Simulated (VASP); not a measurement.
# Zn (Immm) in VASP: single point with PBEsol

Aim: the single point of Zn with PBEsol.

All numbers are computed with VASP 6.6.1; they aren't measurements. Logs are shortened: lines on timing, memory, paths and dates and some standing lists are left out, and cuts for length are marked.

### Step 1. The cell of the first run

Symmetry: Immm, No. 71, orthorhombic system. The conventional cell has a = 2.968 Å, b = 3.060 Å, c = 3.183 Å, α = 90.00°, β = 90.00°, γ = 90.00°. Zn (site symmetry mmm) has 14 Zn at 2.66 to 3.18 Å within 3.5 Å.

### Step 2. Single point, PBEsol (normal strain along x -0.0300, normal strain along z +0.0400)

The input, INCAR:

```
SYSTEM = Zn
ALGO = Fast ; EDIFF = 1E-7
ENCUT = 520 ; GGA = PS
ISIF = 2 ; ISMEAR = 0
LASPH = .True. ; LCHARG = .False.
LREAL = .False. ; LWAVE = .False.
NBANDS = 12 ; NELM = 60
PREC = Accurate ; SIGMA = 0.15
```

The input, KPOINTS:

```
k-points
0
Gamma
  20 20 20
  0 0 0
```

The input, POSCAR:

```
Zn
1.0
   -1.4841722663      1.5300745013      1.5912774814
    1.4841722663     -1.5300745013      1.5912774814
    1.4841722663      1.5300745013     -1.5912774814
Zn
1
Direct
    0.0000000000      0.0000000000      0.0000000000
```

Potentials or basis: VASP PAW PBE potentials, release 64 (Zn).

Launch:

```console
$ cat potpaw_PBE.64/Zn/POTCAR > POTCAR
$ mpirun -np 1 vasp_std > vasp.out
```

OUTCAR:

```text
SYSTEM = Zn
   EDIFF = 1E-7
   ENCUT = 520
   GGA = PS
   ISIF = 2
   ISMEAR = 0
   LASPH = .True.
   LREAL = .False.
   NELM = 60
   PREC = Accurate

 ion  position               nearest neighbor table
   1  0.000  0.000  0.000-

  LATTYP: Found a body centered orthorhombic cell.
 ALAT       =     2.9683445326
 B/A-ratio  =     1.0309278350
 C/A-ratio  =     1.0721649485

  Lattice vectors:

 A1 = (  -1.4841722663,   1.5300745013,   1.5912774814)
 A2 = (   1.4841722663,  -1.5300745013,   1.5912774814)
 A3 = (   1.4841722663,   1.5300745013,  -1.5912774814)

Analysis of symmetry for initial positions (statically):
=====================================================================
 Subroutine PRICEL returns:
 Original cell was already a primitive cell.

 Routine SETGRP: Setting up the symmetry group for a
 body centered orthorhombic supercell.

 Subroutine GETGRP returns: Found  8 space group operations
 (whereof  8 operations were pure point group operations)
 out of a pool of  8 trial point group operations.

The static configuration has the point symmetry D_2h.

Analysis of symmetry for dynamics (positions and initial velocities):
=====================================================================
 Subroutine PRICEL returns:
 Original cell was already a primitive cell.

 Routine SETGRP: Setting up the symmetry group for a
 body centered orthorhombic supercell.

 Subroutine GETGRP returns: Found  8 space group operations
 (whereof  8 operations were pure point group operations)
 out of a pool of  8 trial point group operations.

The dynamic configuration has the point symmetry D_2h.

 Subroutine INISYM returns: Found  8 space group operations
 (whereof  8 operations are pure point group operations),
 and found     1 'primitive' translations

----------------------------------------------------------------------------------------

                                     Primitive cell

  volume of cell :      14.4545

  direct lattice vectors                    reciprocal lattice vectors
    -1.484172266  1.530074501  1.591277481     0.000000000  0.326781473  0.314212955
     1.484172266 -1.530074501  1.591277481     0.336888117  0.000000000  0.314212955
     1.484172266  1.530074501 -1.591277481     0.336888117  0.326781473  0.000000000

  length of vectors
     2.660086337  2.660086337  2.660086337     0.453338629  0.460677094  0.469339679

  position of ions in fractional coordinates (direct lattice)
     0.000000000  0.000000000  0.000000000
[... 78 lines left out ...]
   EDIFFG = 0.1E-05   stopping-criterion for IOM
   NSW    =      0    number of steps for IOM
   IBRION =     -1    ionic relax: 0-MD 1-quasi-New 2-CG
   NFREE  =      0    steps in history (QN), initial steepest desc. (CG)
   ISIF   =      2    stress and relaxation
   ISYM   =      2    0-nonsym 1-usesym 2-fastsym
   POTIM  = 0.5000    time-step for ionic-motion
   TEBEG  =    0.0;   TEEND  =   0.0 temperature during run
   PSTRESS=    0.0 pullay stress
   NELECT =      12.0000    total number of electrons
   NUPDOWN=      -1.0000    fix difference up-down
   EMIN   =  10.00;   EMAX   =-10.00  energy-range for DOS
   EFERMI =   0.00;   METHOD = LEGACY
   ISMEAR =     0;   SIGMA  =   0.15  broadening in eV -4-tet -1-fermi 0-gaus
   EFERMI_NEDOS =   21; number of points for ismear=-14 and -15
   IALGO  =     68    algorithm
   IMIX   =      4    mixing-type and parameters
     AMIX     =   0.40;   BMIX     =  1.00
     AMIX_MAG =   1.60;   BMIX_MAG =  1.00
  volume/ion in A,a.u.               =      14.45        97.54
  Fermi-wavevector in a.u.,A,eV,Ry     =   1.538630  2.907590 32.210209  2.367384
  Thomas-Fermi vector in A             =   2.644972
   LORBIT       =      0    0 simple, 1 ext, 2 COOP (PROOUT), +10 PAW based schemes
   GGA     = PS    functional components
   LHFCALC =     F    Hartree Fock is set to
   AEXX    =    0.0000 exact exchange contribution
   IVDW    =     0    specifies the selected vdW correction
   LEPSILON=     F    determine dielectric tensor
   LRPA    =     F    only Hartree local field effects (RPA)
 non-spin polarized calculation
 RMM-DIIS sequential band-by-band and
 Gauss-broadening in eV      SIGMA  =   0.15
  energy-cutoff  :      520.00
  volume of cell :       14.45
 maximum number of plane-waves:       404
   NGX =  9   NGY =  9   NGZ =  9

 number of electron      12.0000000 magnetization

 Free energy of the ion-electron system (eV)
  ---------------------------------------------------
  ext. energy  EPLUGINS =         0.00000000
  ---------------------------------------------------
  free energy    TOTEN  =        -1.50064303 eV

  energy without entropy =       -1.49721872  energy(sigma->0) =       -1.49893088

 E-fermi :   3.4647     XC(G=0): -11.9834

 val. band max:        3.4582462679   @ k =  -0.4500  -0.2000   0.1500
 cond. band min:       3.4711510818   @ k =   0.4000   0.1000  -0.0000
 fundamental gap:      0.0129048139
 Fermi energy:         3.4646853774

 k-point     1 :       0.0000    0.0000    0.0000
  band No.  band energies     occupation
      1      -7.4973      2.00000
      2      -4.5774      2.00000
      3      -4.5098      2.00000
      4      -4.4371      2.00000
      5      -4.0151      2.00000
      6      -3.9045      2.00000
      7      22.7794      0.00000
      8      22.8989      0.00000
      9      23.8118      0.00000
     10      24.2738      0.00000
     11      25.4432      0.00000
     12      25.6502      0.00000
[... 331 lines left out ...]
 k-point    24 :      -0.4000    0.0500    0.0000
  band No.  band energies     occupation
      1      -5.2423      2.00000
      2      -4.7247      2.00000
      3      -4.0891      2.00000
      4      -3.9408      2.00000
      5      -3.7731      2.00000
      6      -2.2779      2.00000
      7       5.8951      0.00000
      8      16.0305      0.00000
      9      17.3156      0.00000
     10      21.1937      0.00000
     11      22.5498      0.00000
     12      26.7843      0.00000

 [... further k-points ...]
[... 5 lines left out ...]
  --------------------------------------------------------------------------------------
  -------------------------------------------------------------------------------------
  Total       -0.2074774     -0.0432421      0.1160274      0.0000000      0.0000000      0.0000000
  in kB      -22.9973884     -4.7930819     12.8608099      0.0000000      0.0000000      0.0000000
  external PRESSURE =      -4.9765535 kB  Pullay stress =       0.0000000 kB

 VOLUME and BASIS-vectors are now :
 -----------------------------------------------------------------------------
  energy-cutoff  :      520.00
  volume of cell :       14.45
      direct lattice vectors                 reciprocal lattice vectors
    -1.484172266  1.530074501  1.591277481     0.000000000  0.326781473  0.314212955
     1.484172266 -1.530074501  1.591277481     0.336888117  0.000000000  0.314212955
     1.484172266  1.530074501 -1.591277481     0.336888117  0.326781473  0.000000000

 POSITION                                       TOTAL-FORCE (eV/Angst)
 -----------------------------------------------------------------------------------
      0.00000      0.00000      0.00000         0.000000      0.000000      0.000000
 -----------------------------------------------------------------------------------
    total drift:                                0.000000     -0.000000      0.000000

  FREE ENERGIE OF THE ION-ELECTRON SYSTEM (eV)
  ---------------------------------------------------
  free  energy   TOTEN  =        -1.5006430314 eV

  energy  without entropy=       -1.4972187197  energy(sigma->0) =       -1.49893088
```

OSZICAR:

```text
N       E                     dE             d eps       ncg     rms          rms(c)
DAV:   1     0.412628752238E+02    0.41263E+02   -0.65501E+03 29076   0.160E+03
DAV:   2    -0.440448046369E+00   -0.41703E+02   -0.39090E+02 29128   0.212E+02
DAV:   3    -0.164941309836E+01   -0.12090E+01   -0.12069E+01 32012   0.360E+01
DAV:   4    -0.165200000949E+01   -0.25869E-02   -0.25868E-02 30820   0.161E+00
DAV:   5    -0.165200176637E+01   -0.17569E-05   -0.17568E-05 31476   0.409E-02    0.327E+00
RMM:   6    -0.151163696700E+01    0.14036E+00   -0.33749E-01 34384   0.782E+00    0.246E+00
RMM:   7    -0.150464272306E+01    0.69942E-02   -0.10922E-02 35604   0.159E+00    0.120E+00
RMM:   8    -0.150070428836E+01    0.39384E-02   -0.18016E-03 33940   0.378E-01    0.723E-02
RMM:   9    -0.150065320796E+01    0.51080E-04   -0.50387E-04 36474   0.348E-01    0.640E-02
RMM:  10    -0.150064294128E+01    0.10267E-04   -0.30119E-05 36008   0.633E-02    0.525E-03
RMM:  11    -0.150064302598E+01   -0.84700E-07   -0.25359E-06 34780   0.170E-02    0.125E-03
RMM:  12    -0.150064303140E+01   -0.54179E-08   -0.90853E-08 24060   0.386E-03
   1 F= -.15006430E+01 E0= -.14989309E+01  d E =-.342431E-02
```

stdout:

```text
POSCAR found type information on POSCAR Zn
 POSCAR found :  1 types and       1 ions
 scaLAPACK will be used
 -----------------------------------------------------------------------------
|                                                                             |
|                                                                             |
|     You enforced a specific xc type in the INCAR file but a different       |
[... 21 lines left out ...]
WARNING in EDDRMM: call to ZHEGV failed, returncode =   6  3     11
WARNING in EDDRMM: call to ZHEGV failed, returncode =   6  3     11
WARNING in EDDRMM: call to ZHEGV failed, returncode =   6  3     10
WARNING in EDDRMM: call to ZHEGV failed, returncode =   8  4     11
WARNING in EDDRMM: call to ZHEGV failed, returncode =   6  3     11
WARNING in EDDRMM: call to ZHEGV failed, returncode =   6  3     10
WARNING in EDDRMM: call to ZHEGV failed, returncode =   8  4     12
```

Wall time 1.9 min (1 thread of AMD EPYC 7R13 (Zen 3), shared host); peak memory 0.26 GiB.

What came out:

```
Free energy            : -1.5006 eV
Pressure               : -0.5 GPa
Band gap on the k mesh : zero (bands 6 and 7 overlap by 4.62 eV)
```

Stress tensor (GPa, compression positive):
```
-2.30  0.00  0.00
 0.00 -0.48  0.00
 0.00  0.00  1.29
```

Caveat: the cell differs from its parent crystal (normal strain along x -0.0300, normal strain along z +0.0400); the PAW data sets were made with another functional, which shifts forces and pressure a little.
